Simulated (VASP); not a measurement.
# Mg31O33 (a cell with a defect) in VASP: a series of runs

Mg31O33 (a cell with a defect) is run at these levels: PBEsol; tasks: relaxation of the atoms.

Everything below comes from runs of VASP 6.6.1. Logs are shortened: lines on timing, memory, paths and dates and some standing lists are left out, and cuts for length are marked.

## 1. The cell of the first run

The cell holds a defect, 64 atoms: a = 8.429 Å, b = 8.429 Å, c = 8.429 Å, α = 90.00°, β = 90.00°, γ = 90.00°.

## 2. Relaxation of the atoms, PBEsol, collinear spin

Input file INCAR:

```
SYSTEM = Mg31O33
  ALGO = Normal
  EDIFF = 1E-7
  EDIFFG = -0.03
  ENCUT = 520
  GGA = PS
  GGA_COMPAT = .False.
  IBRION = 2
  ISIF = 2
  ISMEAR = -1
  ISPIN = 2
  ISYM = -1
  KPAR = 1
  LASPH = .True.
  LCHARG = .False.
  LORBIT = 11
  LREAL = Auto
  LWAVE = .False.
  MAGMOM = 0 0 0 0.286 0 0 0 0.286 0 0 0 0 0 0.286 0 0.286 0 0 0 0 0 0 0.286 0.286 0.286 0 0 0 0 0 0 0 0 0 0 0 0 0 0 0 0 0 0 0 0 0 0 0 0 0 0 0 0 0 0 0 0 0 0 0 0 0 0 0
  NELECT = 262.0
  NELM = 200
  NELMIN = 4
  NSW = 100
  PREC = Accurate
  SIGMA = 0.05
```

Input file KPOINTS:

```
explicit points
1
Reciprocal
  0.25000000   0.25000000   0.25000000 1
```

Input file POSCAR:

```
Mg31O33
1.0
    8.4288080000      0.0000000000      0.0000000000
    0.0000000000      8.4288080000      0.0000000000
    0.0000000000      0.0000000000      8.4288080000
O Mg
33 31
Direct
    0.2500320000      0.9997440000      0.0023680000
    0.2470610000      0.0050810000      0.5003320000
    0.2503350000      0.4989930000      0.9974060000
    0.2522410000      0.5000790000      0.4990560000
    0.7508960000      0.0019760000      0.0032250000
    0.7462480000      0.0016360000      0.5006140000
    0.7492580000      0.5009290000      0.9979590000
    0.7501780000      0.5018130000      0.5012800000
    0.0063450000      0.2522980000      0.0011380000
    0.9973010000      0.2461410000      0.5040380000
    0.9977070000      0.7442290000      0.9995380000
    0.0020080000      0.7496600000      0.5010380000
    0.4956560000      0.2498980000      0.9965440000
    0.5014710000      0.2493840000      0.4981160000
    0.4997300000      0.7478900000      0.0045560000
    0.4997480000      0.7495640000      0.4973090000
    0.9988810000      0.0028690000      0.2524630000
    0.0021270000      0.9995740000      0.7476300000
    0.0012460000      0.5006520000      0.2551490000
    0.0006600000      0.5007140000      0.7502190000
    0.5019830000      0.9989180000      0.2512510000
    0.5013660000      0.9980210000      0.7476860000
    0.4992450000      0.5032730000      0.2522420000
    0.4990500000      0.5020550000      0.7517360000
    0.5010070000      0.4977530000      0.5012380000
    0.2491320000      0.2494310000      0.2474640000
    0.2495210000      0.2486240000      0.7505000000
    0.2495810000      0.7496890000      0.2514570000
    0.2480050000      0.7525550000      0.7462860000
    0.7503940000      0.2521230000      0.2515460000
    0.7495990000      0.2491660000      0.7489910000
    0.7504180000      0.7486050000      0.2509300000
    0.7489780000      0.7479080000      0.7533650000
    0.9964750000      0.0013420000      0.9986670000
    0.9972000000      0.0033340000      0.5037500000
    0.0014390000      0.4982740000      0.0029110000
    0.9993300000      0.4983130000      0.4971740000
    0.5021050000      0.0039240000      0.9990490000
    0.5011360000      0.9990320000      0.5022900000
    0.4981790000      0.5020670000      0.0021190000
    0.2510480000      0.2537470000      0.0001290000
    0.2456080000      0.2499440000      0.4980860000
    0.2528350000      0.7514620000      0.9970840000
    0.2496550000      0.7487100000      0.4993130000
    0.7491300000      0.2512680000      0.0021690000
    0.7518870000      0.2464000000      0.5012350000
    0.7533400000      0.7467110000      0.9993230000
    0.7507770000      0.7479990000      0.5018680000
    0.2486410000      0.9998110000      0.2509890000
    0.2521660000      0.9972940000      0.7546080000
    0.2488200000      0.4988540000      0.2496110000
    0.2456420000      0.5006690000      0.7524500000
    0.7459350000      0.9993490000      0.2521740000
    0.7508090000      0.0020180000      0.7530090000
    0.7469310000      0.4976310000      0.2502170000
    0.7527690000      0.4998920000      0.7560190000
    0.0011220000      0.2498400000      0.2474890000
    0.0037680000      0.2485910000      0.7479010000
    0.9957260000      0.7475560000      0.2478660000
    0.0045300000      0.7496790000      0.7542380000
    0.4994720000      0.2501240000      0.2507460000
    0.4983890000      0.2512050000      0.7472980000
    0.5026900000      0.7503890000      0.2533170000
    0.5046170000      0.7532750000      0.7537310000
```

Potentials or basis: VASP PAW PBE potentials, release 64 (O, Mg).

Run with:

```bash
$ cat potpaw_PBE.64/O/POTCAR potpaw_PBE.64/Mg/POTCAR > POTCAR
$ mpirun -np 4 vasp_std > vasp.out
```

OUTCAR:

```text
SYSTEM = Mg31O33
   EDIFF = 1E-7
   EDIFFG = -0.03
   ENCUT = 520
   GGA = PS
   IBRION = 2
   ISIF = 2
   ISMEAR = -1
   ISPIN = 2
   ISYM = -1
   LASPH = .True.
   LORBIT = 11
   LREAL = Auto
   NELECT = 262.0
   NELM = 200
   NELMIN = 4
   NSW = 100
   PREC = Accurate

 ion  position               nearest neighbor table
   1  0.250  1.000  0.002-  50 2.09  43 2.09  49 2.10  38 2.13  34 2.14  41 2.14
   2  0.247  0.005  0.500-  42 2.06  49 2.10  35 2.11  39 2.14  50 2.14  44 2.16
   3  0.250  0.499  0.997-  52 2.07  41 2.07  40 2.09  36 2.10  51 2.13  43 2.13
   4  0.252  0.500  0.499-  44 2.10  51 2.10  42 2.11  37 2.13  52 2.14
   5  0.751  0.002  0.003-  34 2.07  38 2.10  53 2.10  45 2.10  54 2.11  47 2.15
   6  0.746  0.002  0.501-  46 2.06  39 2.07  53 2.09  35 2.12  54 2.13  48 2.14
   7  0.749  0.501  0.998-  56 2.04  47 2.07  45 2.10  40 2.12  36 2.13  55 2.13
   8  0.750  0.502  0.501-  48 2.08  37 2.10  55 2.12  56 2.15  46 2.15
   9  0.006  0.252  0.001-  41 2.06  36 2.07  57 2.08  34 2.12  58 2.13  45 2.17
  10  0.997  0.246  0.504-  35 2.05  58 2.06  46 2.07  42 2.09  37 2.13  57 2.16
  11  0.998  0.744  1.000-  47 2.06  60 2.07  36 2.07  59 2.09  43 2.15  34 2.17
  12  0.002  0.750  0.501-  44 2.09  48 2.12  37 2.12  60 2.13  59 2.13  35 2.14
  13  0.496  0.250  0.997-  41 2.06  38 2.07  62 2.10  40 2.13  45 2.14  61 2.14
  14  0.501  0.249  0.498-  61 2.09  62 2.10  39 2.11  46 2.11  42 2.16
  15  0.500  0.748  0.005-  40 2.07  43 2.08  63 2.10  64 2.12  47 2.14  38 2.16
  16  0.500  0.750  0.497-  63 2.06  39 2.10  44 2.11  48 2.12  64 2.16
  17  0.999  0.003  0.252-  57 2.08  49 2.11  35 2.12  53 2.13  34 2.14  59 2.15
  18  0.002  1.000  0.748-  35 2.06  58 2.10  60 2.11  50 2.11  34 2.12  54 2.12
  19  0.001  0.501  0.255-  37 2.04  59 2.08  51 2.09  57 2.12  36 2.13  55 2.14
  20  0.001  0.501  0.750-  52 2.06  56 2.09  60 2.10  58 2.13  36 2.13  37 2.13
  21  0.502  0.999  0.251-  53 2.06  63 2.09  39 2.12  61 2.12  38 2.13  49 2.14
  22  0.501  0.998  0.748-  64 2.06  39 2.07  50 2.10  54 2.10  38 2.12  62 2.13
  23  0.499  0.503  0.252-  63 2.08  55 2.09  40 2.11  51 2.11  61 2.13
  24  0.499  0.502  0.752-  40 2.11  62 2.11  64 2.12  52 2.14  56 2.14
  25  0.501  0.498  0.501-
  26  0.249  0.249  0.247-  41 2.09  57 2.09  51 2.10  49 2.10  61 2.11  42 2.11
  27  0.250  0.249  0.751-  58 2.07  62 2.10  41 2.10  50 2.12  52 2.12  42 2.13
  28  0.250  0.750  0.251-  44 2.09  49 2.11  51 2.11  63 2.13  59 2.14  43 2.14
  29  0.248  0.753  0.746-  60 2.05  50 2.06  44 2.08  43 2.11  52 2.12  64 2.16
  30  0.750  0.252  0.252-  55 2.07  45 2.10  46 2.11  57 2.11  61 2.12  53 2.13
  31  0.750  0.249  0.749-  54 2.08  46 2.09  56 2.11  62 2.12  45 2.13  58 2.14
  32  0.750  0.749  0.251-  59 2.07  63 2.09  53 2.11  48 2.12  55 2.12  47 2.12
  33  0.749  0.748  0.753-  64 2.06  47 2.07  56 2.09  48 2.12  54 2.14  60 2.15
  34  0.996  0.001  0.999-   5 2.07  18 2.12   9 2.12   1 2.14  17 2.14  11 2.17  54 2.93  60 2.96
                            45 2.96  57 2.96  47 2.97  58 2.97  50 2.98  59 3.00  53 3.00  49 3.01
  35  0.997  0.003  0.504-  10 2.05  18 2.06   2 2.11   6 2.12  17 2.12  12 2.14  46 2.91  58 2.92
                            42 2.95  54 2.95  48 2.99  53 3.00  57 3.00  49 3.01  60 3.01  50 3.02
  36  0.001  0.498  0.003-  11 2.07   9 2.07   3 2.10   7 2.13  19 2.13  20 2.13  57 2.94  51 2.94
                            41 2.95  59 2.95  52 2.95  56 2.95  47 2.96  45 2.98  60 2.98  55 2.99
  37  0.999  0.498  0.497-  19 2.04   8 2.10  12 2.12  10 2.13   4 2.13  20 2.13  42 2.95  51 2.96
                            57 2.97  48 2.97  59 2.97  55 2.98  46 2.98  58 2.98  44 2.98  52 2.99
  38  0.502  0.004  0.999-  13 2.07   5 2.10  22 2.12   1 2.13  21 2.13  15 2.16  45 2.95  50 2.95
[... 39 lines left out ...]
  58  0.004  0.249  0.748-  10 2.06  27 2.07  18 2.10  20 2.13   9 2.13  31 2.14  35 2.92  42 2.93
                            52 2.94  34 2.97  46 2.97  41 2.98  54 2.98  50 2.98  37 2.98  56 2.99
  59  0.996  0.748  0.248-  32 2.07  19 2.08  11 2.09  12 2.13  28 2.14  17 2.15  47 2.93  36 2.95
                            37 2.97  55 2.97  48 2.97  53 2.99  51 2.99  34 3.00  49 3.01  44 3.01
  60  0.005  0.750  0.754-  29 2.05  11 2.07  20 2.10  18 2.11  12 2.13  33 2.15  52 2.92  43 2.93
                            50 2.95  34 2.96  47 2.96  36 2.98  44 2.98  56 2.99  35 3.01  54 3.02
  61  0.499  0.250  0.251-  14 2.09  26 2.11  30 2.12  21 2.12  23 2.13  13 2.14  55 2.95  53 2.96
                            38 2.97  45 2.97  41 2.97  51 2.98  40 2.98  49 2.99  42 2.99  39 3.00
  62  0.498  0.251  0.747-  27 2.10  14 2.10  13 2.10  24 2.11  31 2.12  22 2.13  39 2.96  38 2.97
                            46 2.98  41 2.98  50 2.98  54 2.99  42 2.99  52 2.99  56 3.00  45 3.01
  63  0.503  0.750  0.253-  16 2.06  23 2.08  32 2.09  21 2.09  15 2.10  28 2.13  53 2.93  48 2.96
                            55 2.96  39 2.97  44 2.97  40 2.98  49 3.00  47 3.01  51 3.01  43 3.02
  64  0.505  0.753  0.754-  33 2.06  22 2.06  15 2.12  24 2.12  16 2.16  29 2.16  47 2.95  54 2.95
                            43 2.95  38 2.96  50 2.96  39 2.96  48 2.97  40 2.98  56 2.99  44 3.04

IMPORTANT INFORMATION: All symmetrisations will be switched off!
NOSYMM: (Re-)initialisation of all symmetry stuff for point group C_1.

----------------------------------------------------------------------------------------

[... 218 lines left out ...]
  ---------------------------------------------------
  ext. energy  EPLUGINS =         0.00000000
  ---------------------------------------------------
  free energy    TOTEN  =      -381.21224863 eV

  energy without entropy =     -381.20458847  energy(sigma->0) =     -381.20841855

------------------------ aborting loop because EDIFF is reached ----------------------------------------

  FORCE on cell =-STRESS in cart. coord.  units (eV):
  Direction    XX          YY          ZZ          XY          YZ          ZX
  --------------------------------------------------------------------------------------
  -------------------------------------------------------------------------------------
  Total       21.8631833     22.6294079     22.7360511     -1.6181440     -1.8226356     -1.4264759
  in kB       58.4959091     60.5459768     60.8313053     -4.3294154     -4.8765417     -3.8165991
  external PRESSURE =      59.9577304 kB  Pullay stress =       0.0000000 kB
[... 275 lines left out ...]
  FREE ENERGIE OF THE ION-ELECTRON SYSTEM (eV)
  ---------------------------------------------------
  free  energy   TOTEN  =      -384.8817001409 eV

  energy  without entropy=     -384.8658893528  energy(sigma->0) =     -384.87379475

[... ionic steps 4 to 22 ...]

--------------------------------------- Ionic step       23  -------------------------------------------

 number of electron     261.9999946 magnetization       2.0000001

------------------------ aborting loop because EDIFF is reached ----------------------------------------
[... 191 lines left out ...]
--------------------------------------- Ionic step       25  -------------------------------------------

 number of electron     261.9999945 magnetization       2.0000001

 Free energy of the ion-electron system (eV)
  ---------------------------------------------------
  ext. energy  EPLUGINS =         0.00000000
  ---------------------------------------------------
  free energy    TOTEN  =      -385.12460738 eV

  energy without entropy =     -385.12170114  energy(sigma->0) =     -385.12315426

 E-fermi :   5.7765     XC(G=0): -11.3346

 val. band max:        5.5040250502   @ k =   0.2500   0.2500   0.2500
 cond. band min:       6.0743819164   @ k =   0.2500   0.2500   0.2500
 fundamental gap:      0.5703568662
 Fermi energy:         5.7764828871

 spin component 1

 k-point     1 :       0.2500    0.2500    0.2500
  band No.  band energies     occupation
      1     -14.1696      1.00000
      2     -13.8484      1.00000
      3     -13.7405      1.00000
      4     -13.7310      1.00000
      5     -13.5204      1.00000
      6     -13.4316      1.00000
[... 135 lines left out ...]
    142      11.5836      0.00000
    143      11.5912      0.00000
 Fermi energy:         5.7764828871

 spin component 2

 k-point     1 :       0.2500    0.2500    0.2500
  band No.  band energies     occupation
      1     -14.1244      1.00000
      2     -13.7320      1.00000
      3     -13.7263      1.00000
      4     -13.7140      1.00000
      5     -13.4172      1.00000
      6     -13.4090      1.00000
[... 135 lines left out ...]
    142      11.6007      0.00000
    143      11.6236      0.00000
 [bands above 143 left out]

------------------------ aborting loop because EDIFF is reached ----------------------------------------

  FORCE on cell =-STRESS in cart. coord.  units (eV):
  Direction    XX          YY          ZZ          XY          YZ          ZX
  --------------------------------------------------------------------------------------
  -------------------------------------------------------------------------------------
  Total       17.6906517     17.6725676     27.1772024     -0.7081195     -1.1602059     -1.1462890
  in kB       47.3321172     47.2837325     72.7138011     -1.8946048     -3.1041820     -3.0669467
  external PRESSURE =      55.7765503 kB  Pullay stress =       0.0000000 kB
[... 79 lines left out ...]
  FREE ENERGIE OF THE ION-ELECTRON SYSTEM (eV)
  ---------------------------------------------------
  free  energy   TOTEN  =      -385.1246073825 eV

  energy  without entropy=     -385.1217011441  energy(sigma->0) =     -385.12315426

 reached required accuracy - stopping structural energy minimisation

 total charge

# of ion       s       p       d       tot
------------------------------------------
    1        1.538   3.544   0.000   5.082
    2        1.538   3.543   0.000   5.081
    3        1.539   3.545   0.000   5.084
    4        1.546   3.539   0.000   5.085
    5        1.538   3.544   0.000   5.082
    6        1.538   3.543   0.000   5.081
[... 56 lines left out ...]
   63        0.151   0.181   0.080   0.412
   64        0.150   0.180   0.079   0.409
--------------------------------------------------
tot         55.668 122.323   2.561 180.553

 magnetization (x)

# of ion       s       p       d       tot
------------------------------------------
    1       -0.000  -0.000   0.000  -0.000
    2        0.000   0.003   0.000   0.003
    3       -0.000   0.001   0.000   0.000
    4        0.006   0.096   0.000   0.102
    5       -0.000  -0.000   0.000  -0.000
    6        0.000   0.003   0.000   0.003
[... 56 lines left out ...]
   63       -0.000  -0.000  -0.000  -0.001
   64       -0.000  -0.000  -0.000  -0.001
--------------------------------------------------
tot          0.044   1.684   0.002   1.730
```

It took 30 min on 4 MPI ranks of Intel Xeon 6975P-C (Granite Rapids), shared host; peak memory 0.37 GiB.

Results:

```
Free energy                                           : -385.1246 eV
Energy gained by relaxing                             : 61.1 meV/atom
Ionic steps                                           : 25
Largest force after relaxing                          : 0.029 eV/Å
Net moment                                            : 2.00 μB per cell
Site moments                                          : O -0.00, +0.00, +0.10, +0.12, +0.11, +1.24 (each value once); Mg +0.00, +0.01, -0.00 (each value once) μB
Valence electrons inside the program's atomic spheres : O 5.08, 5.13, 4.71, 5.09 (each value once); Mg 0.42, 0.43, 0.47, 0.53, 0.41 (each value once)
```

Forces on the atoms (eV/Å):
```
O   -0.008  0.004  0.003
O   -0.002  0.000  0.002
O   -0.001  0.001 -0.001
O   -0.001  0.005  0.000
O    0.005 -0.003 -0.002
O    0.002  0.003 -0.004
O   -0.005  0.003  0.001
O    0.010 -0.002  0.000
O   -0.005 -0.005 -0.002
O    0.005 -0.004 -0.007
O   -0.003  0.008  0.006
O   -0.001  0.003  0.005
O    0.005  0.000 -0.001
O    0.002 -0.005  0.003
O   -0.004 -0.001  0.005
O   -0.005  0.009 -0.003
O    0.005 -0.010 -0.004
O   -0.002  0.005  0.000
O   -0.002 -0.008 -0.001
O   -0.003  0.009  0.002
O   -0.001 -0.005 -0.002
O   -0.001  0.009  0.003
O   -0.005 -0.006  0.015
O    0.002 -0.001  0.007
O    0.027  0.012 -0.003
O    0.003  0.000 -0.002
O   -0.001  0.009 -0.005
O    0.002 -0.007  0.006
O    0.009 -0.004  0.001
O   -0.007 -0.001  0.001
O    0.000  0.008 -0.008
O   -0.004 -0.013  0.008
O   -0.006 -0.004 -0.001
Mg   0.002 -0.003 -0.001
Mg   0.004  0.002 -0.002
Mg  -0.004  0.002 -0.001
Mg   0.005  0.001  0.000
Mg  -0.002 -0.004 -0.001
Mg   0.000  0.005  0.000
Mg   0.004 -0.001 -0.023
Mg  -0.004  0.000  0.000
Mg   0.002 -0.002 -0.002
Mg  -0.008  0.000  0.002
Mg   0.001  0.002  0.006
Mg   0.005 -0.004 -0.003
Mg  -0.002 -0.001 -0.006
Mg  -0.004  0.003  0.000
Mg  -0.001  0.004  0.005
Mg   0.006 -0.002  0.002
Mg  -0.003  0.002 -0.003
Mg  -0.011 -0.006 -0.007
Mg   0.002  0.003  0.000
Mg   0.002  0.000 -0.003
Mg  -0.004  0.001 -0.008
Mg   0.005 -0.003  0.003
Mg   0.004  0.005  0.003
Mg  -0.002 -0.004  0.000
Mg  -0.004  0.010 -0.006
Mg   0.004 -0.011  0.009
Mg  -0.001  0.005  0.006
Mg   0.000 -0.008 -0.002
Mg   0.002 -0.013  0.009
Mg  -0.005  0.005 -0.001
Mg  -0.003  0.007  0.003
```

Step by step:
```tsv
step	energy change (eV)	largest force (eV/Å)	pressure (GPa)
1	0.0000	3.7749	6.00
2	-3.6586	0.6022	5.50
3	-3.6695	0.6430	5.55
4	-3.8279	0.2421	5.58
5	-3.8371	0.3836	5.61
6	-3.8695	0.1425	5.58
7	-3.8718	0.1468	5.58
8	-3.8813	0.1054	5.59
9	-3.8834	0.1480	5.59
10	-3.8895	0.1396	5.58
11	-3.8898	0.1575	5.58
12	-3.8958	0.1425	5.57
13	-3.8969	0.1832	5.57
14	-3.9012	0.1008	5.56
15	-3.9014	0.1050	5.56
16	-3.9041	0.0800	5.57
17	-3.9066	0.0916	5.58
18	-3.9085	0.0633	5.58
19	-3.9088	0.1666	5.58
20	-3.9102	0.0438	5.58
21	-3.9104	0.0393	5.58
22	-3.9112	0.0312	5.58
23	-3.9119	0.0396	5.58
24	-3.9119	0.0305	5.58
25	-3.9124	0.0293	5.58
```

Final structure:
```
O Mg
1.0
     8.42881    0.00000    0.00000
     0.00000    8.42881    0.00000
     0.00000    0.00000    8.42881
O Mg
33 31
Direct
  0.24826 0.99990 0.00079
  0.24700 0.00001 0.50069
  0.24400 0.50001 0.00101
  0.23144 0.49990 0.50127
  0.75167 0.00001 0.00058
  0.75292 0.99996 0.50067
  0.75570 0.49990 0.00035
  0.76980 0.49996 0.49988
  0.99997 0.24825 0.00087
  0.99993 0.24705 0.50088
  0.99989 0.75168 0.00039
  0.00003 0.75292 0.50042
  0.49989 0.24412 0.00106
  0.49987 0.23106 0.50133
  0.50003 0.75580 0.00024
  0.49996 0.76936 0.49985
  0.99995 0.00031 0.24977
  0.99973 0.99964 0.75164
  0.00024 0.50026 0.24843
  0.99987 0.49970 0.75275
  0.50006 0.00035 0.24848
  0.49991 0.99963 0.75275
  0.50030 0.50081 0.22088
  0.49859 0.49893 0.78067
  0.50359 0.50131 0.50112
  0.25013 0.25030 0.25147
  0.24961 0.24943 0.75070
  0.24999 0.75031 0.25101
  0.24979 0.74989 0.75007
  0.75004 0.25025 0.25124
  0.74980 0.24984 0.75027
  0.75018 0.75037 0.25073
  0.74962 0.74943 0.74976
  0.99991 0.00001 0.00066
  0.99994 0.99997 0.50069
  0.99997 0.49993 0.00063
  0.00050 0.49995 0.50059
  0.49999 0.00001 0.00062
  0.49995 0.00015 0.50066
  0.49970 0.49996 0.00083
  0.25184 0.25179 0.00098
  0.25543 0.25552 0.50102
  0.25185 0.74820 0.00053
  0.25534 0.74455 0.50046
  0.74802 0.25185 0.00072
  0.74464 0.25530 0.50074
  0.74814 0.74806 0.00026
  0.74461 0.74455 0.50020
  0.25203 0.00026 0.25204
  0.25196 0.99970 0.74943
  0.25858 0.50035 0.25621
  0.25724 0.49967 0.74620
  0.74794 0.00023 0.25190
  0.74777 0.99971 0.74935
  0.74221 0.50023 0.25514
  0.74095 0.49959 0.74494
  0.00010 0.25230 0.25210
  0.99986 0.25168 0.74956
  0.00002 0.74826 0.25163
  0.99980 0.74765 0.74908
  0.50007 0.25885 0.25633
  0.49962 0.25758 0.74606
  0.50012 0.74251 0.25507
  0.49970 0.74092 0.74487
```

Caveat: the cell carries a net charge on a neutralising background, which shifts energy and pressure; the cell is charged against a uniform background, so pressure and absolute levels hang on convention; the PAW data sets were made with another functional, which shifts forces and pressure a little.

[end of part 1 of 2]
